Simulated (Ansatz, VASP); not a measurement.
# Two plane-wave programs on Ga

File INCAR:

```
PREC = Accurate ; ENCUT = 520
EDIFF = 1E-8 ; ISMEAR = -1
SIGMA = 0.05 ; LREAL = F
LASPH = T ; NELM = 80
ALGO = Normal ; ISIF = 2
LWAVE = F ; LCHARG = F
GGA = PE ; LEFG = T
NBANDS = 20
```

The input KPOINTS:

```
Automatic mesh
0
Gamma
  15 15 13
```

File POSCAR:

```
Ga
1.0
    1.4206516569     -3.9827234383      0.0000000000
    1.4206516569      3.9827234383      0.0000000000
    0.0000000000      0.0000000000      3.1058384500
Ga
2
Direct
    0.8670000000      0.1330000000      0.2500000000
    0.1330000000      0.8670000000      0.7500000000
```

Input for Ansatz:

```yaml
crystal:
  lattice:
    - [1.4206516569, -3.9827234383, 0.0]
    - [1.4206516569, 3.9827234383, 0.0]
    - [0.0, 0.0, 3.10583845]
  atoms:
    - { symbol: Ga, position: [0.867, 0.133, 0.25] }
    - { symbol: Ga, position: [0.133, 0.867, 0.75] }
kpoints:
  mp_grid: { grid: [15, 15, 13] }
scf:
  occupations: { method: fermi_dirac, width: 0.05 }
hamiltonian:
  xc: pbe
  pseudopotentials: { kind: paw }
output:
  forces: true
  stress: true
  eigenvalues: true
  efg: { contact_densities: true }
```

Change from the starting cell: volume scaled by 0.9405, PAW files.

Alike in both runs: task electric field gradients; functional PBE; k mesh 15 × 15 × 13; occupations fermi-dirac, width 0.05 eV; no spin polarisation.

|  | VASP | Ansatz |
| --- | --- | --- |
| version | VASP 6.6.1 | Ansatz 0.2.0 |
| potentials or method | VASP PAW PBE potentials, release 64 (Ga_d) | PAW with Ansatz's default frozen-core files, scalar-relativistic |
| plane-wave cutoff (eV) | 520 | 420 |
| valence electrons in the cell | 26 | 26 |

```tsv
	VASP	Ansatz	Ansatz less VASP
pressure (GPa)	5.7	5.5	-0.15
traceless stress, the component that is largest in VASP (GPa)	-2.11	-2.10	+0.015
rms of the force components (eV/Å)	0.134	0.134	-0.0004
size of Vzz on the site where it differs most (V/Å²)	25.5	26.8	+1.26
```

Atom by atom the forces differ by 0.000 eV/Å (rms over components).
